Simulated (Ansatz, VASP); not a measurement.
## One calculation of YGa3As2, two programs

The input INCAR:

```
SYSTEM = YGa3As2
  PREC = Accurate
  ENCUT = 520
  EDIFF = 1E-6
  ISMEAR = 0
  SIGMA = 0.1
  LREAL = .FALSE.
  LASPH = .TRUE.
  NELM = 60
  ALGO = Normal
  ISIF = 2
  LWAVE = .FALSE.
  LCHARG = .TRUE.
  GGA = PE
  LELF = .TRUE.
  LVHAR = .TRUE.
  NBANDS = 39
```

KPOINTS

```
regular mesh
0
G
  4 4 4
  0 0 0
```

The input POSCAR:

```
YGa3As2
1.0
    4.3723391900      0.0000000000      0.0000000000
    0.0000000000      4.3723391900      0.0000000000
    0.0000000000      0.0000000000      6.1834213800
Y Ga As
1 3 2
Direct
    0.5000000000      0.5000000000      0.0000000000
    0.0000000000      0.0000000000      0.0000000000
    0.5000000000      0.5000000000      0.5000000000
    0.0000000000      0.0000000000      0.5000000000
    0.5000000000      0.0000000000      0.7500000000
    0.0000000000      0.5000000000      0.2500000000
```

Input for Ansatz:

```yaml
crystal:
  lattice:
    - [4.37233919, 0.0, 0.0]
    - [0.0, 4.37233919, 0.0]
    - [0.0, 0.0, 6.18342138]
  atoms:
    - { symbol: "Y", position: [0.5, 0.5, 0.0] }
    - { symbol: Ga, position: [0.0, 0.0, 0.0] }
    - { symbol: Ga, position: [0.5, 0.5, 0.5] }
    - { symbol: Ga, position: [0.0, 0.0, 0.5] }
    - { symbol: As, position: [0.5, 0.0, 0.75] }
    - { symbol: As, position: [0.0, 0.5, 0.25] }
basis:
  ecutwfc: 420
kpoints:
  mp_grid: { grid: [4, 4, 4] }
hamiltonian:
  xc: pbe
scf:
  occupations: { method: gaussian, width: 0.1 }
  lower_state_search: "off"
output:
  forces: true
  stress: true
  eigenvalues: true
```

Alike in both runs: task single point; functional PBE; k mesh 4 × 4 × 4; occupations gaussian, width 0.1 eV; no spin polarisation.

|  | VASP | Ansatz |
| --- | --- | --- |
| version | VASP 6.6.1 | Ansatz 0.2.0 |
| potentials or method | VASP PAW PBE potentials, release 64 (Y_sv, Ga_d, As), cutoff 520 eV | scalar-relativistic, plane waves, PAW |
| valence electrons in the cell | 60 | 80 |

VASP gave:

* gap on the k mesh at the Fermi level (eV): none
* pressure (GPa): 14.5
* traceless stress, the component that is largest in VASP (GPa): 0.92
* rms of the force components (eV/Å): 0.516

Problem. What did Ansatz give for the same quantities?

Solution. gap on the k mesh at the Fermi level (eV): none; pressure (GPa): 14.4; traceless stress, the component that is largest in VASP (GPa): 0.91; rms of the force components (eV/Å): 0.516.

Atom by atom the forces differ by 0.000 eV/Å (rms over components). A gap of «none» marks a metal or a gap that the smearing closes. The functional is the same, so the differences come from potentials, cutoffs and numerics. VASP's potentials hold 60 valence electrons a cell and Ansatz's 80, so a difference there can come from the potentials and not from the codes.
